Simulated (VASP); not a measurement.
# Mo (Im-3m) in VASP: notebook

Mo is run at these levels: LDA; tasks: single point.

Program: VASP 6.6.1. These are calculated values, not measurements. Logs are shortened: lines on timing, memory, paths and dates and some standing lists are left out, and cuts for length are marked.

## 1. The cell of the first run

The structure is cubic, space group Im-3m (No. 229). The conventional cell has a = 3.111 Å, b = 3.111 Å, c = 3.111 Å, α = 90.00°, β = 90.00°, γ = 90.00°. Within 3.6 Å of Mo (site symmetry m-3m) lie 14 Mo at 2.69 to 3.11 Å.

## 2. Single point, LDA

File INCAR:

```
PREC = Accurate ; ENCUT = 520
EDIFF = 1E-7 ; ISMEAR = 0
SIGMA = 0.1 ; LREAL = False
LASPH = True ; NELM = 80
ALGO = Normal ; ISIF = 2
LWAVE = False ; LCHARG = False
NBANDS = 13
```

File KPOINTS:

```
regular mesh
0
Gamma
  18 18 18
```

File POSCAR:

```
Mo
1.0
   -1.5555908436      1.5555908436      1.5555908436
    1.5555908436     -1.5555908436      1.5555908436
    1.5555908436      1.5555908436     -1.5555908436
Mo
1
Direct
    0.0000000000      0.0000000000      0.0000000000
```

Potentials or basis: VASP PAW LDA potentials, release 64 (Mo_sv).

Started as:

```
> cat potpaw_LDA.64/Mo_sv/POTCAR > POTCAR
> mpirun -np 1 vasp_std > vasp.out
```

OUTCAR:

```text
PREC = Accurate
   ENCUT = 520
   EDIFF = 1E-7
   ISMEAR = 0
   LREAL = False
   LASPH = True
   NELM = 80
   ISIF = 2

 ion  position               nearest neighbor table
   1  0.000  0.000  0.000-

  LATTYP: Found a body centered cubic cell.
 ALAT       =     3.1111816872

  Lattice vectors:

 A1 = (  -1.5555908436,   1.5555908436,   1.5555908436)
 A2 = (   1.5555908436,  -1.5555908436,   1.5555908436)
 A3 = (   1.5555908436,   1.5555908436,  -1.5555908436)

Analysis of symmetry for initial positions (statically):
=====================================================================
 Subroutine PRICEL returns:
 Original cell was already a primitive cell.

 Routine SETGRP: Setting up the symmetry group for a
 body centered cubic supercell.

 Subroutine GETGRP returns: Found 48 space group operations
 (whereof 48 operations were pure point group operations)
 out of a pool of 48 trial point group operations.

The static configuration has the point symmetry O_h .

Analysis of symmetry for dynamics (positions and initial velocities):
=====================================================================
 Subroutine PRICEL returns:
 Original cell was already a primitive cell.

 Routine SETGRP: Setting up the symmetry group for a
 body centered cubic supercell.

 Subroutine GETGRP returns: Found 48 space group operations
 (whereof 48 operations were pure point group operations)
 out of a pool of 48 trial point group operations.

The dynamic configuration has the point symmetry O_h .

 Subroutine INISYM returns: Found 48 space group operations
 (whereof 48 operations are pure point group operations),
 and found     1 'primitive' translations

----------------------------------------------------------------------------------------

                                     Primitive cell

  volume of cell :      15.0573

  direct lattice vectors                    reciprocal lattice vectors
    -1.555590844  1.555590844  1.555590844     0.000000000  0.321421280  0.321421280
     1.555590844 -1.555590844  1.555590844     0.321421280  0.000000000  0.321421280
     1.555590844  1.555590844 -1.555590844     0.321421280  0.321421280  0.000000000

  length of vectors
     2.694362377  2.694362377  2.694362377     0.454558333  0.454558333  0.454558333

  position of ions in fractional coordinates (direct lattice)
     0.000000000  0.000000000  0.000000000

  ion indices of the primitive-cell ions
   primitive index   ion index
                 1           1

----------------------------------------------------------------------------------------

 KPOINTS: regular mesh

Automatic generation of k-mesh.
 Grid dimensions read from file:
 generate k-points for:   18   18   18

 Generating k-lattice:

  Cartesian coordinates                     Fractional coordinates (reciprocal lattice)
     0.000000000  0.017856738  0.017856738     0.055555556  0.000000000  0.000000000
     0.017856738  0.000000000  0.017856738     0.000000000  0.055555556  0.000000000
     0.017856738  0.017856738  0.000000000     0.000000000  0.000000000  0.055555556

  Length of vectors
     0.025253241  0.025253241  0.025253241

  Shift w.r.t. Gamma in fractional coordinates (k-lattice)
     0.000000000  0.000000000  0.000000000

 Subroutine IBZKPT returns following result:
 ===========================================

 Found    195 irreducible k-points:

 Following reciprocal coordinates:
            Coordinates               Weight
  0.000000  0.000000  0.000000      1.000000
  0.055556  0.000000  0.000000     12.000000
  0.111111  0.000000  0.000000     12.000000
  0.166667  0.000000  0.000000     12.000000
  0.222222  0.000000  0.000000     12.000000
  0.277778  0.000000  0.000000     12.000000
[... 16 lines left out ...]
  0.333333  0.111111  0.000000     48.000000
  0.388889  0.111111  0.000000     48.000000
 [... further k-points ...]
   k-points           NKPTS =    195   k-points in BZ     NKDIM =    195   number of bands    NBANDS=     13
   number of dos      NEDOS =    301   number of ions     NIONS =      1
   total plane-waves  NPLWV =   8000
   dimension x,y,z NGX =    20 NGY =   20 NGZ =   20
   dimension x,y,z NGXF=    40 NGYF=   40 NGZF=   40
   ions per type =               1
   NGX,Y,Z   is equivalent  to a cutoff of  12.34, 12.34, 12.34 a.u.
   NGXF,Y,Z  is equivalent  to a cutoff of  24.68, 24.68, 24.68 a.u.
 SYSTEM =  unknown system
   PREC   = accura    normal or accurate (medium, high low for compatibility)
   ISTART =      0    job   : 0-new  1-cont  2-samecut
   ICHARG =      2    charge: 1-file 2-atom 10-const
   ISPIN  =      1    spin polarized calculation?
   LNONCOLLINEAR =      F non collinear calculations
   LSORBIT =      F    spin-orbit coupling
   LASPH  =      T    aspherical Exc in radial PAW
   ENCUT  =  520.0 eV  38.22 Ry    6.18 a.u.   5.01  5.01  5.01*2*pi/ulx,y,z
   NELM   =     80;   NELMIN=  2; NELMDL= -5     # of ELM steps
   EDIFF  = 0.1E-06   stopping-criterion for ELM
   LREAL  =      F    real-space projection
   EDIFFG = 0.1E-05   stopping-criterion for IOM
   NSW    =      0    number of steps for IOM
   IBRION =     -1    ionic relax: 0-MD 1-quasi-New 2-CG
   NFREE  =      0    steps in history (QN), initial steepest desc. (CG)
   ISIF   =      2    stress and relaxation
   ISYM   =      2    0-nonsym 1-usesym 2-fastsym
   POTIM  = 0.5000    time-step for ionic-motion
   TEBEG  =    0.0;   TEEND  =   0.0 temperature during run
   PSTRESS=    0.0 pullay stress
   NELECT =      14.0000    total number of electrons
   NUPDOWN=      -1.0000    fix difference up-down
   EMIN   =  10.00;   EMAX   =-10.00  energy-range for DOS
   EFERMI =   0.00;   METHOD = LEGACY
   ISMEAR =     0;   SIGMA  =   0.10  broadening in eV -4-tet -1-fermi 0-gaus
   EFERMI_NEDOS =   21; number of points for ismear=-14 and -15
   IALGO  =     38    algorithm
   IMIX   =      4    mixing-type and parameters
     AMIX     =   0.40;   BMIX     =  1.00
     AMIX_MAG =   1.60;   BMIX_MAG =  1.00
  volume/ion in A,a.u.               =      15.06       101.61
  Fermi-wavevector in a.u.,A,eV,Ry     =   1.597848  3.019495 34.737283  2.553118
  Thomas-Fermi vector in A             =   2.695390
   LORBIT       =      0    0 simple, 1 ext, 2 COOP (PROOUT), +10 PAW based schemes
   GGA     = CA    functional components
   LHFCALC =     F    Hartree Fock is set to
   AEXX    =    0.0000 exact exchange contribution
   IVDW    =     0    specifies the selected vdW correction
   LEPSILON=     F    determine dielectric tensor
   LRPA    =     F    only Hartree local field effects (RPA)
 non-spin polarized calculation
 Gauss-broadening in eV      SIGMA  =   0.10
  energy-cutoff  :      520.00
  volume of cell :       15.06
 maximum number of plane-waves:       420
   NGX =  9   NGY =  9   NGZ =  9

 number of electron      13.9999996 magnetization

 Free energy of the ion-electron system (eV)
  ---------------------------------------------------
  ext. energy  EPLUGINS =         0.00000000
  ---------------------------------------------------
  free energy    TOTEN  =       -12.13021174 eV

  energy without entropy =      -12.12809701  energy(sigma->0) =      -12.12915438

 E-fermi :  13.1142     XC(G=0): -13.8141

 val. band max:       13.1005174455   @ k =  -0.3889   0.4444   0.2778
 cond. band min:      13.1603754973   @ k =  -0.3333   0.3889   0.2778
 fundamental gap:      0.0598580519
 Fermi energy:        13.1142025114

 k-point     1 :       0.0000    0.0000    0.0000
  band No.  band energies     occupation
      1     -47.8659      2.00000
      2     -21.2131      2.00000
      3     -21.2131      2.00000
      4     -21.2131      2.00000
      5       5.7366      2.00000
      6      11.6313      2.00000
      7      11.6313      2.00000
      8      11.6313      2.00000
      9      14.7746      0.00000
     10      14.7746      0.00000
     11      27.9592      0.00000
     12      27.9592      0.00000
     13      27.9592      0.00000

 k-point     2 :       0.0556    0.0000    0.0000
  band No.  band energies     occupation
      1     -47.8567      2.00000
      2     -21.2651      2.00000
      3     -21.2290      2.00000
      4     -21.2136      2.00000
      5       5.8803      2.00000
      6      11.5488      2.00000
      7      11.6183      2.00000
      8      11.7668      2.00000
      9      14.6496      0.00000
     10      14.7762      0.00000
     11      28.0712      0.00000
     12      28.2013      0.00000
     13      28.2608      0.00000

 k-point     3 :       0.1111    0.0000    0.0000
  band No.  band energies     occupation
      1     -47.8299      2.00000
      2     -21.4134      2.00000
      3     -21.2746      2.00000
      4     -21.2148      2.00000
      5       6.2888      2.00000
      6      11.3200      2.00000
      7      11.5613      2.00000
      8      12.1681      2.00000
      9      14.3769      0.00000
     10      14.7868      0.00000
     11      28.3442      0.00000
     12      28.9068      0.00000
     13      29.0196      0.00000
[... 305 lines left out ...]
 k-point    23 :       0.3333    0.1111    0.0000
  band No.  band energies     occupation
      1     -47.5769      2.00000
      2     -22.6022      2.00000
      3     -21.7125      2.00000
      4     -21.2953      2.00000
      5       8.1114      2.00000
      6       9.7898      2.00000
      7      12.5151      2.00000
      8      14.5764      0.00000
      9      15.6364      0.00000
     10      17.8686      0.00000
     11      26.0960      0.00000
     12      26.8956      0.00000
     13      31.4824      0.00000

 k-point    24 :       0.3889    0.1111    0.0000
  band No.  band energies     occupation
      1     -47.5506      2.00000
      2     -22.7129      2.00000
      3     -21.7651      2.00000
      4     -21.2977      2.00000
      5       7.9541      2.00000
      6       9.6573      2.00000
      7      13.1698      0.43212
      8      14.7024      0.00000
      9      15.9202      0.00000
     10      18.7963      0.00000
     11      25.2776      0.00000
     12      26.0693      0.00000
     13      30.5271      0.00000

 [... further k-points ...]

------------------------ aborting loop because EDIFF is reached ----------------------------------------

  FORCE on cell =-STRESS in cart. coord.  units (eV):
  Direction    XX          YY          ZZ          XY          YZ          ZX
  --------------------------------------------------------------------------------------
  -------------------------------------------------------------------------------------
  Total        0.1192641      0.1192641      0.1192641      0.0000000      0.0000000     -0.0000000
  in kB       12.6903623     12.6903623     12.6903623      0.0000000      0.0000000     -0.0000000
  external PRESSURE =      12.6903623 kB  Pullay stress =       0.0000000 kB

 VOLUME and BASIS-vectors are now :
 -----------------------------------------------------------------------------
  energy-cutoff  :      520.00
  volume of cell :       15.06
      direct lattice vectors                 reciprocal lattice vectors
    -1.555590844  1.555590844  1.555590844     0.000000000  0.321421280  0.321421280
     1.555590844 -1.555590844  1.555590844     0.321421280  0.000000000  0.321421280
     1.555590844  1.555590844 -1.555590844     0.321421280  0.321421280  0.000000000

 POSITION                                       TOTAL-FORCE (eV/Angst)
 -----------------------------------------------------------------------------------
      0.00000      0.00000      0.00000        -0.000000      0.000000      0.000000
 -----------------------------------------------------------------------------------
    total drift:                                0.000000     -0.000000      0.000000

  FREE ENERGIE OF THE ION-ELECTRON SYSTEM (eV)
  ---------------------------------------------------
  free  energy   TOTEN  =       -12.1302117408 eV

  energy  without entropy=      -12.1280970147  energy(sigma->0) =      -12.12915438
```

Run time: 22 s. Hardware: 1 thread of Intel Xeon Platinum 8259CL at 2.50GHz (Skylake/Cascade Lake), shared host; peak memory 0.14 GiB.

What came out:

```yaml
Free_energy: -12.1302 eV
Pressure: 1.3 GPa
Band_gap_on_the_k_mesh: zero (bands 7 and 8 overlap by 5.68 eV)
```

Levels at points of the mesh, in eV from the Fermi level:
```csv
k point,band 4,band 5,band 6,band 7,band 8,band 9,band 10,band 11
"(0.00, 0.00, 0.00)",-34.33,-7.38,-1.48,-1.48,-1.48,1.66,1.66,14.84
"(0.50, 0.00, 0.00)",-34.34,-5.60,-3.63,1.72,1.80,2.37,5.01,12.01
"(0.50, 0.50, 0.50)",-35.42,-5.79,-5.79,4.19,4.19,4.19,9.32,9.32
```

## 3. Single point, LDA

This run uses another cell than the first one: it holds 8 atoms, not 1.

File INCAR:

```
  PREC = Accurate
  ENCUT = 520
  EDIFF = 1E-7
  ISMEAR = 0
  SIGMA = 0.15
  LREAL = False
  LASPH = True
  NELM = 60
  ALGO = Fast
  ISIF = 2
  LWAVE = False
  LCHARG = False
  GGA = CA
  NBANDS = 66
```

File KPOINTS:

```
Automatic mesh
0
Gamma
  8 8 8
```

File POSCAR:

```
Mo
1.0
   -3.1111816872      3.1111816872      3.1111816872
   -3.1111816872     -3.1111816872     -3.1111816872
    3.1111816872     -3.1111816872      3.1111816872
Mo
8
Direct
    0.0000000000      0.5000000000      0.0000000000
    0.0000000000      0.5000000000      0.5000000000
    0.5000000000      0.5000000000      0.0000000000
    0.5000000000      0.5000000000      0.5000000000
    0.0000000000      0.0000000000      0.0000000000
    0.0000000000      0.0000000000      0.5000000000
    0.5000000000      0.0000000000      0.0000000000
    0.5000000000      0.0000000000      0.5000000000
```

Potentials or basis: VASP PAW LDA potentials, release 64 (Mo_sv).

Started as:

```
> cat potpaw_LDA.64/Mo_sv/POTCAR > POTCAR
> mpirun -np 1 vasp_std > vasp.out
```

It took 4.8 min on 1 thread of Intel Xeon Platinum 8259CL at 2.50GHz (Skylake/Cascade Lake), shared host; peak memory 0.29 GiB.

It converged, with:

```
Free energy            : -97.1083 eV
Pressure               : 1.1 GPa
Band gap on the k mesh : zero (bands 56 and 57 overlap by 2.41 eV)
```

Levels at points of the mesh, in eV from the Fermi level:
```csv
k point,band 53,band 54,band 55,band 56,band 57,band 58,band 59,band 60
"(0.00, 0.00, 0.00)",1.74,1.74,1.74,1.74,1.74,1.75,1.81,1.81
"(0.50, 0.00, 0.00)",-1.62,-1.62,-0.83,-0.83,0.30,0.30,1.10,1.10
"(0.50, 0.50, 0.50)",-0.66,-0.66,-0.66,-0.66,-0.66,-0.66,-0.66,-0.66
```

## 4. Single point, LDA

This run uses another cell than the first one, of 15.51 Å³/atom.

File INCAR:

```
ALGO = Normal
EDIFF = 1E-6
ENCUT = 520
ISIF = 2
ISMEAR = 0
LASPH = True
LCHARG = False
LREAL = False
LWAVE = False
NBANDS = 13
NELM = 80
PREC = Accurate
SIGMA = 0.1
```

File KPOINTS:

```
k-points
0
Gamma
  8 8 8
```

File POSCAR:

```
Mo
1.0
   -1.5710000000      1.5710000000      1.5710000000
    1.5710000000     -1.5710000000      1.5710000000
    1.5710000000      1.5710000000     -1.5710000000
Mo
1
Direct
    0.0000000000      0.0000000000      0.0000000000
```

Started as:

```
> cat potpaw_LDA.64/Mo_sv/POTCAR > POTCAR
> mpirun -np 1 vasp_std > vasp.out
```

Wall time 4.5 s (1 thread of Intel Xeon Platinum 8488C (Sapphire Rapids), shared host); peak memory 0.11 GiB.

It converged, with:

```yaml
Free_energy: -12.1000 eV
Pressure: -6.5 GPa
Band_gap_on_the_k_mesh: zero (bands 7 and 8 overlap by 5.44 eV)
```

Levels at points of the mesh, in eV from the Fermi level:
```
           k point  band 5  band 6  band 7  band 8  band 9  band 10
(0.00, 0.00, 0.00)   -7.13   -1.27   -1.27   -1.27    1.76     1.76
(0.50, 0.00, 0.00)   -5.27   -3.33    1.80    1.83    2.43     4.95
(0.50, 0.50, 0.50)   -5.41   -5.41    4.17    4.17    4.17     9.23
```

Caveat: the cell stands under tension.

## 5. Single point, LDA

This run uses another cell than the first one, of 14.26 Å³/atom.

File INCAR:

```
SYSTEM = Mo
PREC = Accurate ; ENCUT = 520
EDIFF = 1E-6 ; ISMEAR = -1
SIGMA = 0.15 ; LREAL = .False.
LASPH = .True. ; NELM = 60
ALGO = Normal ; ISIF = 2
LWAVE = .False. ; LCHARG = .False.
NBANDS = 13
```

File KPOINTS:

```
Automatic mesh
0
Gamma
  20 20 20
  0 0 0
```

File POSCAR:

```
Mo
1.0
   -1.5275984493      1.5275984493      1.5275984493
    1.5275984493     -1.5275984493      1.5275984493
    1.5275984493      1.5275984493     -1.5275984493
Mo
1
Direct
    0.0000000000      0.0000000000      0.0000000000
```

Started as:

```
> cat potpaw_LDA.64/Mo_sv/POTCAR > POTCAR
> mpirun -np 1 vasp_std > vasp.out
```

It took 50 s on 1 thread of Intel Xeon 8259CL, shared host; peak memory 0.16 GiB.

The run converged. Its results:

* Free energy: -12.1042 eV
* Pressure: 19.4 GPa
* Band gap on the k mesh: zero (bands 7 and 8 overlap by 6.13 eV)

Levels at points of the mesh, in eV from the Fermi level:
| k point | band 4 | band 5 | band 6 | band 7 | band 8 | band 9 | band 10 | band 11 |
| --- | --- | --- | --- | --- | --- | --- | --- | --- |
| (0.00, 0.00, 0.00) | -34.18 | -7.51 | -1.58 | -1.58 | -1.58 | 1.78 | 1.78 | 14.92 |
| (0.50, 0.00, 0.00) | -34.20 | -5.93 | -3.89 | 1.88 | 2.07 | 2.58 | 5.45 | 12.12 |
| (0.50, 0.50, 0.50) | -35.46 | -6.23 | -6.23 | 4.55 | 4.55 | 4.55 | 9.79 | 9.79 |

Caveat: the cell stands under pressure.

## 6. The runs side by side

```tsv
cell	k mesh	smearing	gap on the mesh (eV)	pressure (GPa)
a = 2.694 Å, angles 109.5°, 1 atom, atomic positions A	18 × 18 × 18	gaussian 0.1 eV	none	1.3
a = 5.389 Å, angles 109.5°, 8 atoms, atomic positions B	8 × 8 × 8	gaussian 0.15 eV	none	1.1
a = 2.721 Å, angles 109.5°, 1 atom, atomic positions A	8 × 8 × 8	gaussian 0.1 eV	none	-6.5
a = 2.646 Å, angles 109.5°, 1 atom, atomic positions A	20 × 20 × 20	fermi-dirac 0.15 eV	none	19.4
```

Alike in all rows: task single point; level LDA; potentials or basis VASP PAW LDA potentials, release 64 (Mo_sv); no spin polarisation; cutoff (eV) 520.

Caveats: the cell stands under tension (at least some runs); the cell stands under pressure (at least some runs).

Absolute energies hang on the potentials; compare differences alone.
